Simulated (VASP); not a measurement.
# C (P6_3/mmc) in VASP: a series of runs

Runs on C. Level: PBEsol. Tasks: single point.

All numbers are computed with VASP 6.6.1; they aren't measurements. Logs are shortened: lines on timing, memory, paths and dates and some standing lists are left out, and cuts for length are marked.

### 1 The cell of the first run

It takes space group P6_3/mmc (No. 194, hexagonal). Conventional cell: a = 2.451 Å, b = 2.451 Å, c = 6.341 Å, α = 90.00°, β = 90.00°, γ = 120.00°. C (site symmetry -6m2) has 3 C at 1.41 Å within 1.9 Å. Within 1.9 Å of C (site symmetry -6m2) lie 3 C at 1.41 Å.

### 2 Single point, PBEsol

INCAR reads:

```
SYSTEM = C
PREC = Accurate
ENCUT = 600
EDIFF = 1E-6
ISMEAR = 0
SIGMA = 0.01
LREAL = .False.
LASPH = .True.
NELM = 120
ALGO = Normal
ISIF = 2
LWAVE = .False.
LCHARG = .True.
GGA = PS
LELF = .True.
LVHAR = .True.
NBANDS = 16
GGA_COMPAT = .False.
```

KPOINTS reads:

```
regular mesh
0
Gamma
  10 10 4
  0 0 0
```

POSCAR reads:

```
C
1.0
    2.4507944426      0.0000000000      0.0000000000
   -1.2253972213      2.1224502468      0.0000000000
    0.0000000000      0.0000000000      6.3411552832
C
4
Direct
    0.0000000000      0.0000000000      0.0025000000
    0.0000000000      0.0000000000      0.5025000000
    0.3333333333      0.6666666667      0.0025000000
    0.6666666667      0.3333333333      0.5025000000
```

Potentials or basis: VASP PAW PBE potentials, release 64 (C).

Started as:

```sh
cat potpaw_PBE.64/C/POTCAR > POTCAR
mpirun -np 1 vasp_std > vasp.out
```

OUTCAR:

```text
SYSTEM = C
   PREC = Accurate
   ENCUT = 600
   EDIFF = 1E-6
   ISMEAR = 0
   LREAL = .False.
   LASPH = .True.
   NELM = 120
   ISIF = 2
   GGA = PS

 ion  position               nearest neighbor table
   1  0.000  0.000  0.002-   3 1.41   3 1.41   3 1.41
   2  0.000  0.000  0.502-   4 1.41   4 1.41   4 1.41
   3  0.333  0.667  0.002-   1 1.41   1 1.41   1 1.41
   4  0.667  0.333  0.502-   2 1.41   2 1.41   2 1.41

  LATTYP: Found a hexagonal cell.
 ALAT       =     2.4507944426
 C/A-ratio  =     2.5873876540

  Lattice vectors:

 A1 = (   2.4507944426,   0.0000000000,   0.0000000000)
 A2 = (  -1.2253972213,   2.1224502468,   0.0000000000)
 A3 = (   0.0000000000,   0.0000000000,   6.3411552832)

Analysis of symmetry for initial positions (statically):
=====================================================================
 Subroutine PRICEL returns:
 Original cell was already a primitive cell.

 Routine SETGRP: Setting up the symmetry group for a
 hexagonal supercell.

 Subroutine GETGRP returns: Found 24 space group operations
 (whereof  6 operations were pure point group operations)
 out of a pool of 24 trial point group operations.

The static configuration has the point symmetry C_3v.
 The point group associated with its full space group is D_6h.

Analysis of symmetry for dynamics (positions and initial velocities):
=====================================================================
 Subroutine PRICEL returns:
 Original cell was already a primitive cell.

 Routine SETGRP: Setting up the symmetry group for a
 hexagonal supercell.

 Subroutine GETGRP returns: Found 24 space group operations
 (whereof  6 operations were pure point group operations)
 out of a pool of 24 trial point group operations.

The dynamic configuration has the point symmetry C_3v.
 The point group associated with its full space group is D_6h.

 Subroutine INISYM returns: Found 24 space group operations
 (whereof  6 operations are pure point group operations),
 and found     1 'primitive' translations

----------------------------------------------------------------------------------------

                                     Primitive cell

  volume of cell :      32.9847

  direct lattice vectors                    reciprocal lattice vectors
     2.450794443  0.000000000  0.000000000     0.408030956  0.235576782  0.000000000
    -1.225397221  2.122450247  0.000000000     0.000000000  0.471153565  0.000000000
     0.000000000  0.000000000  6.341155283     0.000000000  0.000000000  0.157699970

  length of vectors
     2.450794443  2.450794443  6.341155283     0.471153565  0.471153565  0.157699970

  position of ions in fractional coordinates (direct lattice)
     0.000000000  0.000000000  0.002500000
     0.000000000  0.000000000  0.502500000
     0.333333333  0.666666667  0.002500000
     0.666666667  0.333333333  0.502500000

  ion indices of the primitive-cell ions
   primitive index   ion index
                 1           1
                 2           2
                 3           3
                 4           4

----------------------------------------------------------------------------------------

 KPOINTS: regular mesh

Automatic generation of k-mesh.
 Grid dimensions read from file:
 generate k-points for:   10   10    4

 Generating k-lattice:

  Cartesian coordinates                     Fractional coordinates (reciprocal lattice)
     0.040803096  0.023557678  0.000000000     0.100000000  0.000000000  0.000000000
     0.000000000  0.047115356  0.000000000     0.000000000  0.100000000  0.000000000
     0.000000000  0.000000000  0.039424993     0.000000000  0.000000000  0.250000000

  Length of vectors
     0.047115356  0.047115356  0.039424993

  Shift w.r.t. Gamma in fractional coordinates (k-lattice)
     0.000000000  0.000000000  0.000000000

 Subroutine IBZKPT returns following result:
 ===========================================

 Found     42 irreducible k-points:

 Following reciprocal coordinates:
            Coordinates               Weight
  0.000000  0.000000  0.000000      1.000000
  0.100000  0.000000  0.000000      6.000000
  0.200000  0.000000  0.000000      6.000000
  0.300000  0.000000  0.000000      6.000000
  0.400000  0.000000  0.000000      6.000000
  0.500000  0.000000  0.000000      3.000000
[... 16 lines left out ...]
  0.300000  0.100000  0.250000     24.000000
  0.400000  0.100000  0.250000     24.000000
 [... further k-points ...]
   k-points           NKPTS =     42   k-points in BZ     NKDIM =     42   number of bands    NBANDS=     16
   number of dos      NEDOS =    301   number of ions     NIONS =      4
   total plane-waves  NPLWV =  21600
   dimension x,y,z NGX =    20 NGY =   20 NGZ =   54
   dimension x,y,z NGXF=    40 NGYF=   40 NGZF=  108
   ions per type =               4
   NGX,Y,Z   is equivalent  to a cutoff of  13.57, 13.57, 14.16 a.u.
   NGXF,Y,Z  is equivalent  to a cutoff of  27.13, 27.13, 28.31 a.u.
 SYSTEM =  C
   PREC   = accura    normal or accurate (medium, high low for compatibility)
   ISTART =      0    job   : 0-new  1-cont  2-samecut
   ICHARG =      2    charge: 1-file 2-atom 10-const
   ISPIN  =      1    spin polarized calculation?
   LNONCOLLINEAR =      F non collinear calculations
   LSORBIT =      F    spin-orbit coupling
   LASPH  =      T    aspherical Exc in radial PAW
   ENCUT  =  600.0 eV  44.10 Ry    6.64 a.u.   4.89  4.89 12.66*2*pi/ulx,y,z
   NELM   =    120;   NELMIN=  2; NELMDL= -5     # of ELM steps
   EDIFF  = 0.1E-05   stopping-criterion for ELM
   LREAL  =      F    real-space projection
   EDIFFG = 0.1E-04   stopping-criterion for IOM
   NSW    =      0    number of steps for IOM
   IBRION =     -1    ionic relax: 0-MD 1-quasi-New 2-CG
   NFREE  =      0    steps in history (QN), initial steepest desc. (CG)
   ISIF   =      2    stress and relaxation
   ISYM   =      2    0-nonsym 1-usesym 2-fastsym
   POTIM  = 0.5000    time-step for ionic-motion
   TEBEG  =    0.0;   TEEND  =   0.0 temperature during run
   PSTRESS=    0.0 pullay stress
   NELECT =      16.0000    total number of electrons
   NUPDOWN=      -1.0000    fix difference up-down
   EMIN   =  10.00;   EMAX   =-10.00  energy-range for DOS
   EFERMI =   0.00;   METHOD = LEGACY
   ISMEAR =     0;   SIGMA  =   0.01  broadening in eV -4-tet -1-fermi 0-gaus
   EFERMI_NEDOS =   21; number of points for ismear=-14 and -15
   IALGO  =     38    algorithm
   IMIX   =      4    mixing-type and parameters
     AMIX     =   0.40;   BMIX     =  1.00
     AMIX_MAG =   1.60;   BMIX_MAG =  1.00
  volume/ion in A,a.u.               =       8.25        55.65
  Fermi-wavevector in a.u.,A,eV,Ry     =   1.286305  2.430764 22.511928  1.654580
  Thomas-Fermi vector in A             =   2.418387
   LORBIT       =      0    0 simple, 1 ext, 2 COOP (PROOUT), +10 PAW based schemes
   GGA     = PS    functional components
   LHFCALC =     F    Hartree Fock is set to
   AEXX    =    0.0000 exact exchange contribution
   IVDW    =     0    specifies the selected vdW correction
   LEPSILON=     F    determine dielectric tensor
   LRPA    =     F    only Hartree local field effects (RPA)
 non-spin polarized calculation
 Gauss-broadening in eV      SIGMA  =   0.01
  energy-cutoff  :      600.00
  volume of cell :       32.98
 maximum number of plane-waves:      1123
 NGX is ok and might be reduce to    20
   NGX =  9   NGY =  9   NGZ = 25

 number of electron      16.0000001 magnetization

 Free energy of the ion-electron system (eV)
  ---------------------------------------------------
  ext. energy  EPLUGINS =         0.00000000
  ---------------------------------------------------
  free energy    TOTEN  =       -38.54864724 eV

  energy without entropy =      -38.54864724  energy(sigma->0) =      -38.54864724

 E-fermi :   4.8920     XC(G=0): -10.9769

 val. band max:        4.8355324678   @ k =   0.3000   0.3000   0.0000
 cond. band min:       5.8112991743   @ k =   0.3000   0.3000   0.0000
 fundamental gap:      0.9757667065
 Fermi energy:         4.8920290184

 k-point     1 :       0.0000    0.0000    0.0000
  band No.  band energies     occupation
      1     -14.6113      2.00000
      2     -14.1424      2.00000
      3      -3.7473      2.00000
      4      -1.0971      2.00000
      5       2.2506      2.00000
      6       2.2506      2.00000
[... 8 lines left out ...]
     15      17.0060      0.00000
     16      17.0877      0.00000

 k-point     2 :       0.1000    0.0000    0.0000
  band No.  band energies     occupation
      1     -14.3691      2.00000
      2     -13.9067      2.00000
      3      -3.4515      2.00000
      4      -0.8250      2.00000
      5       1.3086      2.00000
      6       1.3751      2.00000
[... 8 lines left out ...]
     15      16.2961      0.00000
     16      17.1882      0.00000

 k-point     3 :       0.2000    0.0000    0.0000
  band No.  band energies     occupation
      1     -13.6463      2.00000
      2     -13.2030      2.00000
      3      -2.5725      2.00000
      4      -0.9249      2.00000
      5      -0.7955      2.00000
      6      -0.0239      2.00000
[... 8 lines left out ...]
     15      17.2760      0.00000
     16      17.7340      0.00000

 k-point     4 :       0.3000    0.0000    0.0000
  band No.  band energies     occupation
      1     -12.4557      2.00000
      2     -12.0435      2.00000
      3      -3.6035      2.00000
      4      -3.4073      2.00000
      5      -1.1446      2.00000
      6      -0.3132      2.00000
[... 8 lines left out ...]
     15      20.4250      0.00000
     16      20.5535      0.00000
[... 324 lines left out ...]
 k-point    22 :       0.2000    0.1000    0.2500
  band No.  band energies     occupation
      1     -12.8723      2.00000
      2     -12.5726      2.00000
      3      -2.2480      2.00000
      4      -2.1488      2.00000
      5      -1.4016      2.00000
      6      -0.4966      2.00000
[... 8 lines left out ...]
     15      17.5812      0.00000
     16      17.8161      0.00000

 k-point    23 :       0.3000    0.1000    0.2500
  band No.  band energies     occupation
      1     -11.4666      2.00000
      2     -11.1929      2.00000
      3      -4.8197      2.00000
      4      -4.6659      2.00000
      5      -1.4365      2.00000
      6      -1.3552      2.00000
[... 8 lines left out ...]
     15      19.4477      0.00000
     16      20.4221      0.00000

 k-point    24 :       0.4000    0.1000    0.2500
  band No.  band energies     occupation
      1      -9.6743      2.00000
      2      -9.4425      2.00000
      3      -7.2609      2.00000
      4      -7.0743      2.00000
      5      -1.9227      2.00000
      6      -1.8357      2.00000
[... 8 lines left out ...]
     15      18.9811      0.00000
     16      20.0314      0.00000

 [... further k-points ...]

------------------------ aborting loop because EDIFF is reached ----------------------------------------

  FORCE on cell =-STRESS in cart. coord.  units (eV):
  Direction    XX          YY          ZZ          XY          YZ          ZX
  --------------------------------------------------------------------------------------
  -------------------------------------------------------------------------------------
  Total        0.9454318      0.9454318      0.7573803      0.0000000      0.0000000      0.0000000
  in kB       45.9227593     45.9227593     36.7884780      0.0000000      0.0000000      0.0000000
  external PRESSURE =      42.8779989 kB  Pullay stress =       0.0000000 kB

 VOLUME and BASIS-vectors are now :
 -----------------------------------------------------------------------------
  energy-cutoff  :      600.00
  volume of cell :       32.98
      direct lattice vectors                 reciprocal lattice vectors
     2.450794443  0.000000000  0.000000000     0.408030956  0.235576782  0.000000000
    -1.225397221  2.122450247  0.000000000     0.000000000  0.471153565  0.000000000
     0.000000000  0.000000000  6.341155283     0.000000000  0.000000000  0.157699970

 POSITION                                       TOTAL-FORCE (eV/Angst)
 -----------------------------------------------------------------------------------
      0.00000      0.00000      0.01585         0.000000      0.000000      0.000000
      0.00000      0.00000      3.18643        -0.000000     -0.000000     -0.000000
     -0.00000      1.41497      0.01585        -0.000000      0.000000     -0.000000
      1.22540      0.70748      3.18643         0.000000     -0.000000     -0.000000
 -----------------------------------------------------------------------------------
    total drift:                               -0.000000     -0.000000      0.000009

  FREE ENERGIE OF THE ION-ELECTRON SYSTEM (eV)
  ---------------------------------------------------
  free  energy   TOTEN  =       -38.5486472401 eV

  energy  without entropy=      -38.5486472401  energy(sigma->0) =      -38.54864724
```

It took 17 s on 1 thread of Intel Xeon Platinum 8488C (Sapphire Rapids), shared host; peak memory 0.15 GiB.

What came out:

```yaml
Free_energy: -38.5486 eV
Pressure: 4.3 GPa
```

Caveat: the cell stands under pressure; this functional lacks dispersion, which binds the layers, so the pressure and a relaxed spacing across them are unreliable; the PAW data sets were made with another functional, which shifts forces and pressure a little.

[end of part 1 of 2]
